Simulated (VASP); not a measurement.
A run of VASP 6.6.1:

INCAR

```
SYSTEM = MgS
PREC = Accurate
ENCUT = 600
EDIFF = 1E-6
ISMEAR = 0
SIGMA = 0.05
LREAL = .False.
LASPH = .True.
NELM = 120
ALGO = Normal
ISIF = 2
LWAVE = .False.
LCHARG = .False.
GGA = B5
ALDAX = 1.0
AGGAX = 1.0
AGGAC = 1.0
ALDAC = 0.0
IVDW = 12
VDW_S6 = 1.0
VDW_S8 = 2.6996
VDW_A1 = 0.4298
VDW_A2 = 4.2359
NBANDS = 11
GGA_COMPAT = .False.
```

KPOINTS

```
Automatic mesh
0
Gamma
  8 8 8
  0 0 0
```

The input POSCAR:

```
MgS
1.0
    0.0000000000      2.5617909177      2.5617909177
    2.5617909177      0.0000000000      2.5617909177
    2.5617909177      2.5617909177      0.0000000000
Mg S
1 1
Direct
    0.0000000000      0.0000000000      0.0000000000
    0.5000000000      0.5000000000      0.5000000000
```

Potentials or basis: VASP PAW PBE potentials, release 64 (Mg, S).

Run with:

```sh
$ cat potpaw_PBE.64/Mg/POTCAR potpaw_PBE.64/S/POTCAR > POTCAR
$ mpirun -np 1 vasp_std > vasp.out
```

Hardware: 1 thread of Intel Xeon 8259CL, on a shared host.

**Question.** How long does it take, and how much memory?

**Answer.** Wall time 40 s on 1 thread of Intel Xeon 8259CL, on a shared host, peak memory 0.18 GiB. Counts: scf iterations 12, k points 29.
